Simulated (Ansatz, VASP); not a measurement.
Pt: VASP beside Ansatz

INCAR

```
PREC = Accurate ; ENCUT = 520
EDIFF = 1E-8 ; ISMEAR = -1
SIGMA = 0.03 ; LREAL = F
LASPH = T ; NELM = 100
ALGO = Normal ; ISIF = 2
LWAVE = F ; LCHARG = F
GGA = PE ; LEFG = T
NBANDS = 11
```

KPOINTS

```
Automatic mesh
0
Gamma
  18 18 18
```

POSCAR

```
Pt
1.0
    0.0000000000      1.9579000000      1.9579000000
    1.9579000000      0.0000000000      1.9579000000
    1.9579000000      1.9579000000      0.0000000000
Pt
1
Direct
    0.0000000000      0.0000000000      0.0000000000
```

Input for Ansatz:

```yaml
crystal:
  lattice:
    - [0.0, 1.9579, 1.9579]
    - [1.9579, 0.0, 1.9579]
    - [1.9579, 1.9579, 0.0]
  atoms:
    - { symbol: Pt, position: [0.0, 0.0, 0.0] }
kpoints:
  mp_grid: { grid: [18, 18, 18] }
  band_path:
    path:
      - [0.0, 0.0, 0.0]
      - [0.5, 0.0, 0.5]
      - [0.625, 0.25, 0.625]
      - [0.375, 0.375, 0.75]
      - [0.0, 0.0, 0.0]
      - [0.5, 0.5, 0.5]
      - [0.5, 0.25, 0.75]
      - [0.5, 0.0, 0.5]
    npoints: 8
scf:
  occupations: { method: fermi_dirac, width: 0.03 }
hamiltonian:
  xc: pbe
  pseudopotentials: { kind: all_electron, datasets: crystal }
output:
  forces: true
  stress: true
  eigenvalues: true
  efg: { contact_densities: true }
```

Alike in both runs: task electric field gradients; functional PBE; k mesh 18 × 18 × 18; occupations fermi-dirac, width 0.03 eV; no spin polarisation.

|  | VASP | Ansatz |
| --- | --- | --- |
| version | VASP 6.6.1 | Ansatz 0.2.0 |
| potentials or method | VASP PAW PBE potentials, release 64 (Pt), cutoff 520 eV | all-electron PAW with datasets made for the crystal, scalar-relativistic |

|  | VASP | Ansatz | Ansatz less VASP |
| --- | --- | --- | --- |
| pressure (GPa) | 10.9 | 11.4 | +0.51 |

Ansatz ran all-electron here, and VASP with PAW potentials. Ansatz's warnings: band levels unverified.

Spin-orbit coupling is off throughout.
